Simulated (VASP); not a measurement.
Here is a VASP 6.6.1 calculation.

POSCAR

```
VH2
1.0
    0.0000000000      2.0829523373      2.0829523373
    2.0829523373      0.0000000000      2.0829523373
    2.0829523373      2.0829523373      0.0000000000
V H
1 2
Direct
    0.0000000000      0.0000000000      0.0000000000
    0.2500000000      0.2500000000      0.2500000000
    0.7500000000      0.7500000000      0.7500000000
```

Contents of INCAR.step1:

```
  PREC = Accurate
  ENCUT = 520
  ISMEAR = 0
  SIGMA = 0.1
  LREAL = F
  LASPH = T
  NELM = 100
  NBANDS = 14
  GGA = PE
  ALGO = Normal
  EDIFF = 1E-4
  LWAVE = T
  LCHARG = F
```

INCAR.step2

```
  PREC = Accurate
  ENCUT = 520
  EDIFF = 1E-7
  ISMEAR = 0
  SIGMA = 0.1
  LREAL = F
  LASPH = T
  NELM = 100
  ALGO = Normal
  ISIF = 2
  LWAVE = F
  LCHARG = F
  METAGGA = R2SCAN
  LMIXTAU = T
  NBANDS = 14
  ISTART = 1
```

File KPOINTS:

```
regular mesh
0
Gamma
  16 16 16
```

Potentials or basis: VASP PAW PBE potentials, release 64 (V_sv, H).

Run with:

```bash
$ cat potpaw_PBE.64/V_sv/POTCAR potpaw_PBE.64/H/POTCAR > POTCAR
$ cp INCAR.step1 INCAR
$ mpirun -np 1 vasp_std > vasp.out
$ cp INCAR.step2 INCAR
$ mpirun -np 1 vasp_std > vasp.out
```

Task: What does it give for the pressure?

Result: 3.4 GPa.

Task: Estimate the band gap on the k mesh.

Result: Zero (an odd number of electrons rules out a gap without spin polarisation).

Caveat: the cell stands under pressure; the PAW data sets were made with another functional, which shifts forces and pressure a little; an odd number of electrons without spin polarisation forces a metal; a magnetic or distorted state may lie lower.
